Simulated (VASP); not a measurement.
CdSe, 4 atoms in the cell. The typed cell holds 4 atoms: a = 4.439 Å, b = 4.385 Å, c = 6.189 Å, α = 90.64°, β = 90.50°, γ = 90.15°.  This cell differs from its parent crystal: all atoms moved at random, sigma 0.25 Å a component, cell strained at random, sigma 0.01.

| Item | Value |
| --- | --- |
| Program | VASP 6.6.1 |
| Task | relaxation of the atoms |
| Functional | PBE |
| Potentials or basis | VASP PAW PBE potentials, release 64 (Cd, Se) |
| Cutoff | 450 eV |
| k mesh | 6 × 6 × 4 |
| Occupations | gaussian, width 0.05 eV |
| Spin | no spin polarisation |
| Dipole correction | no |
| Further INCAR settings | ALGO = Normal; EDIFF = 1e-07; IBRION = 2; EDIFFG = -0.01; NSW = 100 |

Potentials or basis: VASP PAW PBE potentials, release 64 (Cd, Se).

The run is started by

```sh
$ cat potpaw_PBE.64/Cd/POTCAR potpaw_PBE.64/Se/POTCAR > POTCAR
$ mpirun -np 4 vasp_std > vasp.out
```

Hardware: 4 MPI ranks on Intel(R) Xeon(R) Platinum 8375C CPU @ 2.90GHz (Ice Lake), on a shared host.

Question: How long does it take, and how much memory?

Answer: Run time: 6.6 min on 4 MPI ranks on Intel(R) Xeon(R) Platinum 8375C CPU @ 2.90GHz (Ice Lake), with other jobs on the host, peak memory 0.3 GiB a rank. Counts: scf iterations 205, k points 76, ion steps 24.
